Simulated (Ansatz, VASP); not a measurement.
# C in VASP and in Ansatz

```
C
1.0
     2.60282   -3.03517    0.00000
     2.60282    3.03517    0.00000
     0.00000    0.00000    5.09462
C
10
Direct
  0.82108 0.39116 0.84897
  0.60884 0.17892 0.65103
  0.39116 0.82108 0.65103
  0.17892 0.60884 0.84897
  0.17892 0.60884 0.15103
  0.39116 0.82108 0.34897
  0.60884 0.17892 0.34897
  0.82108 0.39116 0.15103
  0.50000 0.50000 0.75000
  0.50000 0.50000 0.25000
```

Alike in both runs: task single point; functional PBE; k mesh 4 × 4 × 4; occupations gaussian, width 0.1 eV; no spin polarisation.

|  | VASP | Ansatz |
| --- | --- | --- |
| version | VASP 6.6.1 | Ansatz 0.2.0 |
| potentials or method | VASP PAW PBE potentials, release 64 (C), cutoff 600 eV | scalar-relativistic, plane waves, PAW |
| valence electrons in the cell | 40 | 40 |

VASP gave:

```
gap on the k mesh at the Fermi level (eV)                     : 2.52
least direct gap on the mesh (eV)                             : 2.52
pressure (GPa)                                                : -0.8
traceless stress, the component that is largest in VASP (GPa) : 29.76
rms of the force components (eV/Å)                            : 0.294
```

Problem. Estimate Ansatz's values.

Solution. gap on the k mesh at the Fermi level (eV): 2.53; least direct gap on the mesh (eV): 2.53; pressure (GPa): -0.8; traceless stress, the component that is largest in VASP (GPa): 29.74; rms of the force components (eV/Å): 0.295.

Atom by atom the forces differ by 0.019 eV/Å (rms over components).
